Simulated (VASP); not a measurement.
Wanted: the native input for a VASP 6.6.1 run.

* Task: electric field gradients
* Functional: PBE
* Potentials or basis: VASP PAW PBE potentials, release 64 (Ge_d, S)
* Cutoff: 410 eV
* k mesh: 2 × 3 × 3
* Occupations: gaussian, width 0.01 eV
* Spin: no spin polarisation
* Dipole correction: no
* Further INCAR settings: ALGO = Normal; EDIFF = 1e-08; NBANDS = 182

The structure of GeS lies in POSCAR:

```
GeS
1.0
   10.4810000000      0.0000000000      0.0000000000
    0.0000000000      7.2920000000      0.0000000000
    0.0000000000      0.0000000000      8.5980000000
Ge S
16 16
Direct
    0.1211380651      0.1250000000      0.0637607682
    0.1211380651      0.1250000000      0.5637607682
    0.1211380651      0.6250000000      0.0637607682
    0.1211380651      0.6250000000      0.5637607682
    0.3788619349      0.3750000000      0.3137607682
    0.3788619349      0.3750000000      0.8137607682
    0.3788619349      0.8750000000      0.3137607682
    0.3788619349      0.8750000000      0.8137607682
    0.6211380651      0.1250000000      0.1862392318
    0.6211380651      0.1250000000      0.6862392318
    0.6211380651      0.6250000000      0.1862392318
    0.6211380651      0.6250000000      0.6862392318
    0.8788619349      0.3750000000      0.4362392318
    0.8788619349      0.3750000000      0.9362392318
    0.8788619349      0.8750000000      0.4362392318
    0.8788619349      0.8750000000      0.9362392318
    0.8503786463      0.1250000000      0.2488407113
    0.8503786463      0.1250000000      0.7488407113
    0.8503786463      0.6250000000      0.2488407113
    0.8503786463      0.6250000000      0.7488407113
    0.6496213537      0.3750000000      0.9988407113
    0.6496213537      0.3750000000      0.4988407113
    0.6496213537      0.8750000000      0.9988407113
    0.6496213537      0.8750000000      0.4988407113
    0.3503786463      0.1250000000      0.5011592887
    0.3503786463      0.1250000000      0.0011592887
    0.3503786463      0.6250000000      0.5011592887
    0.3503786463      0.6250000000      0.0011592887
    0.1496213537      0.3750000000      0.2511592887
    0.1496213537      0.3750000000      0.7511592887
    0.1496213537      0.8750000000      0.2511592887
    0.1496213537      0.8750000000      0.7511592887
```

These files were run (other wordings do the same):

INCAR

```
SYSTEM = GeS
  PREC = Accurate
  ENCUT = 410
  EDIFF = 1E-8
  ISMEAR = 0
  SIGMA = 0.01
  LREAL = .FALSE.
  LASPH = .TRUE.
  NELM = 120
  ALGO = Normal
  ISIF = 2
  LWAVE = .FALSE.
  LCHARG = .FALSE.
  GGA = PE
  LEFG = .TRUE.
  NBANDS = 182
  GGA_COMPAT = .FALSE.
```

KPOINTS

```
Automatic mesh
0
G
  2 3 3
  0 0 0
```

Potentials or basis: VASP PAW PBE potentials, release 64 (Ge_d, S).

The run is started by

```sh
$ cat potpaw_PBE.64/Ge_d/POTCAR potpaw_PBE.64/S/POTCAR > POTCAR
$ mpirun -np 1 vasp_std > vasp.out
```

It gave:

```json
{
  "Pressure": "1.6 GPa",
  "Largest force": "0.024 eV/Å",
  "Band gap on the k mesh": "1.08 eV"
}
```

Caveat: without QUAD_EFG the Cq values of the log hold for a quadrupole moment of 1 mb, not for the nuclei.

Run time: 17 min on 1 thread of Intel(R) Xeon(R) 6975P-C (Granite Rapids), with other jobs on the host, peak memory 0.75 GiB.
